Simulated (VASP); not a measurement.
Crystal: Al.

```
Al
1.0
     2.86762    0.00000    0.00000
    -1.43381    2.48343    0.00000
     0.00000    0.00000    4.96230
Al
2
Direct
  0.33333 0.66667 0.25000
  0.66667 0.33333 0.75000
```

This cell differs from its parent crystal: volume scaled by 1.06.

Base run:

| Item | Value |
| --- | --- |
| Program | VASP 6.6.1 |
| Functional | PBEsol |
| Potentials or basis | VASP PAW PBE potentials, release 64 (Al) |
| Cutoff | 520 eV |
| k mesh | 11 × 11 × 6 |
| Occupations | fermi-dirac, width 0.05 eV |
| Spin | no spin polarisation |

Its results: band gap on the k mesh zero (band 3 reaches 10.62 eV, above the bottom of band 4 at 4.37 eV); pressure -5.1 GPa.

After a change of settings the same cell gave: band gap on the k mesh zero (band 3 reaches 10.67 eV, above the bottom of band 4 at 4.42 eV); pressure -3.8 GPa. Which change was it?
A. functional from PBEsol to r2SCAN
B. functional from PBEsol to PBE; further incar settings from ALGO = Normal; EDIFF = 1e-06; NBANDS = 10 to ALGO = Normal; EDIFF = 1e-07; NBANDS = 10
C. functional from PBEsol to LDA; potentials or basis from VASP PAW PBE potentials, release 64 (Al) to VASP PAW LDA potentials, release 64 (Al)

B.

Caveats: the PAW data sets were made with another functional, which shifts forces and pressure a little (some runs).
